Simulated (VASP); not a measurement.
## Ti3Al5: single point with r2SCAN

The system is Ti3Al5.

```
Ti Al
1.0
     3.89829    0.04873    0.00000
     0.04873    3.89829    0.00000
     0.00000    0.00000    8.32493
Ti Al
3 5
Direct
  0.00000 0.00000 0.50000
  0.50000 0.50000 0.00000
  0.50000 0.50000 0.50000
  0.00000 0.50000 0.25133
  0.00000 0.50000 0.74867
  0.50000 0.00000 0.25133
  0.50000 0.00000 0.74867
  0.00000 0.00000 0.00000
```

This cell differs from its parent crystal: strain +0.0250 x Voigt [0, 0, 0, 0, 0, 1].

```json
{
 "Program": "VASP 6.6.1",
 "Task": "single point",
 "Functional": "r2SCAN",
 "Potentials or basis": "VASP PAW PBE potentials, release 64 (Ti_sv, Al)",
 "Cutoff": "520 eV",
 "k mesh": "10 × 10 × 6",
 "Occupations": "gaussian, width 0.15 eV",
 "Spin": "no spin polarisation",
 "Dipole correction": "no",
 "Further INCAR settings": "ALGO = Normal; EDIFF = 1e-06; NBANDS = 36"
}
```

```json
{"Pressure": "0.1 GPa", "Largest force": "0.012 eV/Å", "Band gap on the k mesh": "zero (an odd number of electrons rules out a gap without spin polarisation)"}
```

Forces in eV/Å, atoms in the order of the input:
```
Ti   0.000  0.000  0.000
Ti   0.000  0.000  0.000
Ti   0.000  0.000  0.000
Al   0.000  0.000 -0.012
Al   0.000  0.000  0.012
Al   0.000  0.000 -0.012
Al   0.000  0.000  0.012
Al   0.000  0.000  0.000
```

Stress tensor (GPa, compression positive):
```
 0.25 -2.58  0.00
-2.58  0.25  0.00
 0.00  0.00 -0.13
```

Levels at points of the mesh, in eV from the Fermi level:
```
           k point  band 23  band 24  band 25  band 26  band 27  band 28
(0.00, 0.00, 0.00)    -1.02    -0.91    -0.18     0.18     0.23     0.66
(0.50, 0.00, 0.00)    -0.53    -0.47     0.10     0.22     0.36     0.87
(0.50, 0.50, 0.00)    -2.08    -1.61    -1.51    -0.89    -0.14     1.05
(0.00, 0.00, 0.50)    -0.91    -0.42    -0.08     0.41     0.62     0.63
(0.50, 0.00, 0.50)    -0.18    -0.11    -0.01     0.14     0.48     0.68
(0.50, 0.50, 0.50)    -1.34    -1.19    -1.13    -0.88    -0.50     1.40
```

Run time: 38 min on 1 thread of Oxide Virtual Turin-like Processor, on a shared host, peak memory 0.52 GiB.

Caveat: the cell differs from its parent crystal (strain +0.0250 x Voigt [0, 0, 0, 0, 0, 1]); the PAW data sets were made with another functional, which shifts forces and pressure a little.
